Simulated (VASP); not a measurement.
# AgI (P6_3mc) in VASP: notebook

The runs below take AgI through single point, with PBE.

Program: VASP 6.6.1. These are calculated values, not measurements. Logs are shortened: lines on timing, memory, paths and dates and some standing lists are left out, and cuts for length are marked.

**1. The cell of the first run**

It takes space group P6_3mc (No. 186, hexagonal). Conventional cell: a = 4.378 Å, b = 4.378 Å, c = 7.629 Å, α = 90.00°, β = 90.00°, γ = 120.00°. Ag (site symmetry 3m) has 4 I at 2.68 to 2.92 Å within 3.5 Å. I (site symmetry 3m) has 4 Ag at 2.68 to 2.92 Å within 3.5 Å.

**2. Single point, PBE (strained)**

File INCAR:

```
SYSTEM = AgI
PREC = Accurate
ENCUT = 500
EDIFF = 1E-6
ISMEAR = 0
SIGMA = 0.02
LREAL = .False.
LASPH = .True.
NELM = 120
ALGO = Normal
ISIF = 2
LWAVE = .False.
LCHARG = .False.
GGA = PE
NBANDS = 26
GGA_COMPAT = .False.
```

File KPOINTS:

```
Automatic mesh
0
Gamma
  9 9 4
  0 0 0
```

File POSCAR:

```
AgI
1.0
    4.3780235111      0.0000000000      0.0000000000
   -2.1890117555      3.7914795789      0.0000000000
    0.0000000000      0.0000000000      7.6294090000
Ag I
2 2
Direct
    0.3333333333      0.6666666667     -0.0039946738
    0.6666666667      0.3333333333      0.4960053262
    0.3333333333      0.6666666667      0.3789946738
    0.6666666667      0.3333333333      0.8789946738
```

Potentials or basis: VASP PAW PBE potentials, release 64 (Ag, I).

Launch:

```sh
$ cat potpaw_PBE.64/Ag/POTCAR potpaw_PBE.64/I/POTCAR > POTCAR
$ mpirun -np 1 vasp_std > vasp.out
```

OUTCAR:

```text
SYSTEM = AgI
   PREC = Accurate
   ENCUT = 500
   EDIFF = 1E-6
   ISMEAR = 0
   LREAL = .False.
   LASPH = .True.
   NELM = 120
   ISIF = 2
   GGA = PE

 ion  position               nearest neighbor table
   1  0.333  0.667  0.996-   4 2.68   4 2.68   4 2.68   3 2.92
   2  0.667  0.333  0.496-   3 2.68   3 2.68   3 2.68   4 2.92
   3  0.333  0.667  0.379-   2 2.68   2 2.68   2 2.68   1 2.92
   4  0.667  0.333  0.879-   1 2.68   1 2.68   1 2.68   2 2.92

  LATTYP: Found a hexagonal cell.
 ALAT       =     4.3780235111
 C/A-ratio  =     1.7426605820

  Lattice vectors:

 A1 = (   4.3780235111,   0.0000000000,   0.0000000000)
 A2 = (  -2.1890117555,   3.7914795789,   0.0000000000)
 A3 = (   0.0000000000,   0.0000000000,   7.6294090000)

Analysis of symmetry for initial positions (statically):
=====================================================================
 Subroutine PRICEL returns:
 Original cell was already a primitive cell.

 Routine SETGRP: Setting up the symmetry group for a
 hexagonal supercell.

 Subroutine GETGRP returns: Found 12 space group operations
 (whereof  6 operations were pure point group operations)
 out of a pool of 24 trial point group operations.

The static configuration has the point symmetry C_3v.
 The point group associated with its full space group is C_6v.

Analysis of symmetry for dynamics (positions and initial velocities):
=====================================================================
 Subroutine PRICEL returns:
 Original cell was already a primitive cell.

 Routine SETGRP: Setting up the symmetry group for a
 hexagonal supercell.

 Subroutine GETGRP returns: Found 12 space group operations
 (whereof  6 operations were pure point group operations)
 out of a pool of 24 trial point group operations.

The dynamic configuration has the point symmetry C_3v.
 The point group associated with its full space group is C_6v.

 Subroutine INISYM returns: Found 12 space group operations
 (whereof  6 operations are pure point group operations),
 and found     1 'primitive' translations

----------------------------------------------------------------------------------------

                                     Primitive cell

  volume of cell :     126.6420

  direct lattice vectors                    reciprocal lattice vectors
     4.378023511  0.000000000  0.000000000     0.228413575  0.131874639  0.000000000
    -2.189011756  3.791479579  0.000000000     0.000000000  0.263749278  0.000000000
     0.000000000  0.000000000  7.629409000     0.000000000  0.000000000  0.131071751

  length of vectors
     4.378023511  4.378023511  7.629409000     0.263749278  0.263749278  0.131071751

  position of ions in fractional coordinates (direct lattice)
     0.333333333  0.666666667  0.996005326
     0.666666667  0.333333333  0.496005326
     0.333333333  0.666666667  0.378994674
     0.666666667  0.333333333  0.878994674

  ion indices of the primitive-cell ions
   primitive index   ion index
                 1           1
                 2           2
                 3           3
                 4           4

----------------------------------------------------------------------------------------

 KPOINTS: Automatic mesh

Automatic generation of k-mesh.
 Grid dimensions read from file:
 generate k-points for:    9    9    4

 Generating k-lattice:

  Cartesian coordinates                     Fractional coordinates (reciprocal lattice)
     0.025379286  0.014652738  0.000000000     0.111111111  0.000000000  0.000000000
     0.000000000  0.029305475  0.000000000     0.000000000  0.111111111  0.000000000
     0.000000000  0.000000000  0.032767938     0.000000000  0.000000000  0.250000000

  Length of vectors
     0.029305475  0.029305475  0.032767938

  Shift w.r.t. Gamma in fractional coordinates (k-lattice)
     0.000000000  0.000000000  0.000000000

 Subroutine IBZKPT returns following result:
 ===========================================

 Found     36 irreducible k-points:

 Following reciprocal coordinates:
            Coordinates               Weight
  0.000000  0.000000  0.000000      1.000000
  0.111111 -0.000000  0.000000      6.000000
  0.222222  0.000000  0.000000      6.000000
  0.333333  0.000000  0.000000      6.000000
  0.444444  0.000000  0.000000      6.000000
  0.111111  0.111111  0.000000      6.000000
[... 16 lines left out ...]
  0.333333  0.222222  0.250000     24.000000
  0.333333  0.333333  0.250000      4.000000
 [... further k-points ...]
   k-points           NKPTS =     36   k-points in BZ     NKDIM =     36   number of bands    NBANDS=     26
   number of dos      NEDOS =    301   number of ions     NIONS =      4
   total plane-waves  NPLWV =  57344
   dimension x,y,z NGX =    32 NGY =   32 NGZ =   56
   dimension x,y,z NGXF=    64 NGYF=   64 NGZF=  112
   ions per type =               2   2
   NGX,Y,Z   is equivalent  to a cutoff of  12.15, 12.15, 12.20 a.u.
   NGXF,Y,Z  is equivalent  to a cutoff of  24.30, 24.30, 24.40 a.u.
 SYSTEM =  AgI
   PREC   = accura    normal or accurate (medium, high low for compatibility)
   ISTART =      0    job   : 0-new  1-cont  2-samecut
   ICHARG =      2    charge: 1-file 2-atom 10-const
   ISPIN  =      1    spin polarized calculation?
   LNONCOLLINEAR =      F non collinear calculations
   LSORBIT =      F    spin-orbit coupling
   LASPH  =      T    aspherical Exc in radial PAW
   ENCUT  =  500.0 eV  36.75 Ry    6.06 a.u.   7.98  7.98 13.91*2*pi/ulx,y,z
   NELM   =    120;   NELMIN=  2; NELMDL= -5     # of ELM steps
   EDIFF  = 0.1E-05   stopping-criterion for ELM
   LREAL  =      F    real-space projection
   EDIFFG = 0.1E-04   stopping-criterion for IOM
   NSW    =      0    number of steps for IOM
   IBRION =     -1    ionic relax: 0-MD 1-quasi-New 2-CG
   NFREE  =      0    steps in history (QN), initial steepest desc. (CG)
   ISIF   =      2    stress and relaxation
   ISYM   =      2    0-nonsym 1-usesym 2-fastsym
   POTIM  = 0.5000    time-step for ionic-motion
   TEBEG  =    0.0;   TEEND  =   0.0 temperature during run
   PSTRESS=    0.0 pullay stress
   NELECT =      36.0000    total number of electrons
   NUPDOWN=      -1.0000    fix difference up-down
   EMIN   =  10.00;   EMAX   =-10.00  energy-range for DOS
   EFERMI =   0.00;   METHOD = LEGACY
   ISMEAR =     0;   SIGMA  =   0.02  broadening in eV -4-tet -1-fermi 0-gaus
   EFERMI_NEDOS =   21; number of points for ismear=-14 and -15
   IALGO  =     38    algorithm
   IMIX   =      4    mixing-type and parameters
     AMIX     =   0.40;   BMIX     =  1.00
     AMIX_MAG =   1.60;   BMIX_MAG =  1.00
  volume/ion in A,a.u.               =      31.66       213.66
  Fermi-wavevector in a.u.,A,eV,Ry     =   1.076423  2.034145 15.764896  1.158687
  Thomas-Fermi vector in A             =   2.212307
   LORBIT       =      0    0 simple, 1 ext, 2 COOP (PROOUT), +10 PAW based schemes
   GGA     = PE    functional components
   LHFCALC =     F    Hartree Fock is set to
   AEXX    =    0.0000 exact exchange contribution
   IVDW    =     0    specifies the selected vdW correction
   LEPSILON=     F    determine dielectric tensor
   LRPA    =     F    only Hartree local field effects (RPA)
 non-spin polarized calculation
 Gauss-broadening in eV      SIGMA  =   0.02
  energy-cutoff  :      500.00
  volume of cell :      126.64
 maximum number of plane-waves:      3231
 NGX is ok and might be reduce to    32
   NGX = 15   NGY = 15   NGZ = 27

 number of electron      36.0000005 magnetization

 Free energy of the ion-electron system (eV)
  ---------------------------------------------------
  ext. energy  EPLUGINS =         0.00000000
  ---------------------------------------------------
  free energy    TOTEN  =        -9.17908262 eV

  energy without entropy =       -9.17908262  energy(sigma->0) =       -9.17908262

 E-fermi :   4.2641     XC(G=0):  -8.7895

 val. band max:        4.1702420739   @ k =   0.0000   0.0000   0.0000
 cond. band min:       5.4564151938   @ k =   0.0000   0.0000   0.0000
 fundamental gap:      1.2861731199
 Fermi energy:         4.2641092847

 k-point     1 :       0.0000    0.0000    0.0000
  band No.  band energies     occupation
      1      -9.2397      2.00000
      2      -8.9486      2.00000
      3      -0.7695      2.00000
      4      -0.7695      2.00000
      5      -0.6743      2.00000
      6      -0.6743      2.00000
[... 18 lines left out ...]
     25      10.7070      0.00000
     26      11.1872      0.00000

 k-point     2 :       0.1111   -0.0000    0.0000
  band No.  band energies     occupation
      1      -9.2004      2.00000
      2      -8.9232      2.00000
      3      -0.8008      2.00000
      4      -0.7391      2.00000
      5      -0.6868      2.00000
      6      -0.6370      2.00000
[... 18 lines left out ...]
     25      10.9771      0.00000
     26      10.9990      0.00000

 k-point     3 :       0.2222    0.0000    0.0000
  band No.  band energies     occupation
      1      -9.0962      2.00000
      2      -8.8597      2.00000
      3      -0.8733      2.00000
      4      -0.7191      2.00000
      5      -0.6622      2.00000
      6      -0.5354      2.00000
[... 18 lines left out ...]
     25      10.8947      0.00000
     26      11.4087      0.00000

 k-point     4 :       0.3333    0.0000    0.0000
  band No.  band energies     occupation
      1      -8.9658      2.00000
      2      -8.7922      2.00000
      3      -0.9227      2.00000
      4      -0.7632      2.00000
      5      -0.5767      2.00000
      6      -0.4036      2.00000
[... 18 lines left out ...]
     25      11.4104      0.00000
     26      12.1504      0.00000
[... 496 lines left out ...]
      1      -8.8829      2.00000
      2      -8.7865      2.00000
      3      -0.8101      2.00000
      4      -0.7600      2.00000
      5      -0.5445      2.00000
      6      -0.4845      2.00000
[... 18 lines left out ...]
     25      11.0713      0.00000
     26      12.0044      0.00000

 k-point    23 :       0.3333    0.2222    0.2500
  band No.  band energies     occupation
      1      -8.8072      2.00000
      2      -8.7587      2.00000
      3      -0.7493      2.00000
      4      -0.6773      2.00000
      5      -0.5178      2.00000
      6      -0.3992      2.00000
[... 18 lines left out ...]
     25      11.8519      0.00000
     26      12.0921      0.00000

 k-point    24 :       0.3333    0.3333    0.2500
  band No.  band energies     occupation
      1      -8.7651      2.00000
      2      -8.7651      2.00000
      3      -0.6775      2.00000
      4      -0.5023      2.00000
      5      -0.5023      2.00000
      6      -0.4768      2.00000
[... 18 lines left out ...]
     25      12.4866      0.00000
     26      12.5395      0.00000

 [... further k-points ...]

------------------------ aborting loop because EDIFF is reached ----------------------------------------

  FORCE on cell =-STRESS in cart. coord.  units (eV):
  Direction    XX          YY          ZZ          XY          YZ          ZX
  --------------------------------------------------------------------------------------
  -------------------------------------------------------------------------------------
  Total        6.1836834      6.1836834      1.6333083      0.0000000      0.0000000      0.0000000
  in kB       78.2312227     78.2312227     20.6633652      0.0000000      0.0000000      0.0000000
  external PRESSURE =      59.0419369 kB  Pullay stress =       0.0000000 kB

 VOLUME and BASIS-vectors are now :
 -----------------------------------------------------------------------------
  energy-cutoff  :      500.00
  volume of cell :      126.64
      direct lattice vectors                 reciprocal lattice vectors
     4.378023511  0.000000000  0.000000000     0.228413575  0.131874639  0.000000000
    -2.189011756  3.791479579  0.000000000     0.000000000  0.263749278  0.000000000
     0.000000000  0.000000000  7.629409000     0.000000000  0.000000000  0.131071751

 POSITION                                       TOTAL-FORCE (eV/Angst)
 -----------------------------------------------------------------------------------
     -0.00000      2.52765      7.59893        -0.000000      0.000000      0.563662
      2.18901      1.26383      3.78423         0.000000     -0.000000      0.563662
     -0.00000      2.52765      2.89151        -0.000000      0.000000     -0.563662
      2.18901      1.26383      6.70621         0.000000     -0.000000     -0.563662
 -----------------------------------------------------------------------------------
    total drift:                               -0.000000     -0.000000     -0.000903

  FREE ENERGIE OF THE ION-ELECTRON SYSTEM (eV)
  ---------------------------------------------------
  free  energy   TOTEN  =        -9.1790826242 eV

  energy  without entropy=       -9.1790826242  energy(sigma->0) =       -9.17908262
```

It took 92 s on 1 thread of Intel Xeon 8259CL, shared host; peak memory 0.29 GiB.

What came out:

```yaml
Free_energy: -9.1791 eV
Pressure: 5.9 GPa
Largest_force: 0.564 eV/Å
Band_gap_on_the_k_mesh: 1.29 eV
```

Forces in eV/Å, atoms in the order of the input:
```
Ag   0.000  0.000  0.564
Ag   0.000  0.000  0.564
I    0.000  0.000 -0.564
I    0.000  0.000 -0.564
```

Caveat: the cell differs from its parent crystal (strained); the cell stands under pressure; spin-orbit coupling is left out, which moves the levels of the heavy elements.

**3. Single point, PBE (strained and its atoms moved)**

File INCAR:

```
SYSTEM = AgI
ALGO = Normal ; EDIFF = 1E-6
ENCUT = 500 ; GGA = PE
GGA_COMPAT = .False. ; ISIF = 2
ISMEAR = 0 ; LASPH = .True.
LCHARG = .True. ; LELF = .True.
LREAL = .False. ; LVHAR = .True.
LWAVE = .False. ; NBANDS = 26
NELM = 120 ; PREC = Accurate
SIGMA = 0.02
```

File KPOINTS:

```
k-points
0
Gamma
  9 9 4
  0 0 0
```

File POSCAR:

```
AgI
1.0
    4.4743867443      0.0000000000      0.0000000000
   -2.2371933722      3.8749325869      0.0000000000
    0.0000000000      0.0000000000      7.4494694000
Ag I
2 2
Direct
    0.3333333333      0.6666666667      0.0039946738
    0.6666666667      0.3333333333      0.5039946738
    0.3333333333      0.6666666667      0.3710053262
    0.6666666667      0.3333333333      0.8710053262
```

Potentials or basis: VASP PAW PBE potentials, release 64 (Ag, I).

Launch:

```sh
$ cat potpaw_PBE.64/Ag/POTCAR potpaw_PBE.64/I/POTCAR > POTCAR
$ mpirun -np 1 vasp_std > vasp.out
```

Run time: 2.4 min. Hardware: 1 thread of Intel Xeon 8259CL, shared host; peak memory 0.31 GiB.

It converged, with:

| Item | Value |
| --- | --- |
| Free energy | -9.3905 eV |
| Pressure | 4.2 GPa |
| Largest force | 0.057 eV/Å |
| Band gap on the k mesh | 1.37 eV |

Forces on the atoms (eV/Å):
```
Ag   0.000  0.000 -0.057
Ag   0.000  0.000 -0.057
I    0.000  0.000  0.057
I    0.000  0.000  0.057
```

Stress tensor (GPa, compression positive):
```
4.06 0.00 0.00
0.00 4.06 0.00
0.00 0.00 4.44
```

Levels at points of the mesh, in eV from the valence-band top:
| k point | band 16 | band 17 | band 18 | band 19 | band 20 | band 21 |
| --- | --- | --- | --- | --- | --- | --- |
| (0.00, 0.00, 0.00) | -0.07 | 0.00 | 0.00 | 1.37 | 2.74 | 5.67 |
| (0.00, 0.00, 0.50) | -0.43 | -0.43 | -0.43 | 2.73 | 2.73 | 5.63 |

Caveat: the cell differs from its parent crystal (strained and its atoms moved); the cell stands under pressure; spin-orbit coupling is left out, which moves the levels of the heavy elements.
